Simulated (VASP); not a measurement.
# GaN: G0W0 quasiparticle levels with PBE

GaN:

```xyz
2
Lattice="0.0000 2.2490 2.2490 2.2490 0.0000 2.2490 2.2490 2.2490 0.0000" Properties=species:S:1:pos:R:3 pbc="T T T"
Ga    0.0000    0.0000    0.0000
N     1.1245    1.1245    1.1245
```

```json
{"Program": "VASP 6.6.1", "Task": "G0W0 quasiparticle levels", "Functional": "PBE", "Potentials or basis": "VASP PAW PBE potentials, release 64 (Ga_d_GW, N_GW)", "Cutoff": "500 eV", "k mesh": "6 × 6 × 6", "Occupations": "gaussian, width 0.01 eV", "Spin": "no spin polarisation", "Dipole correction": "no", "GW scheme": "G0W0", "GW iterations": "1", "Cutoff of the response function": "150", "Frequency points": "96", "Empty bands": "94", "Further INCAR settings": "ALGO = EVGW0; EDIFF = 1e-08; NBANDS = 103"}
```

```json
{
  "Quasiparticle gap": "2.90 eV",
  "Least direct quasiparticle gap": "2.90 eV",
  "Band gap of the starting levels on the mesh": "1.77 eV",
  "Least direct gap of the starting levels on the mesh": "1.77 eV"
}
```

Wall time 4.9 min on 1 thread of AMD EPYC 9R45 96-Core Processor (Zen 5), with other jobs on the host, peak memory 0.46 GiB.

Caveat: the k points lie up to 0.40 Å⁻¹ apart; bands, screening cutoff and mesh are small and nothing is extrapolated, so the quasiparticle values aren't converged; the structure was generated, so it needn't be the stable form of GaN.
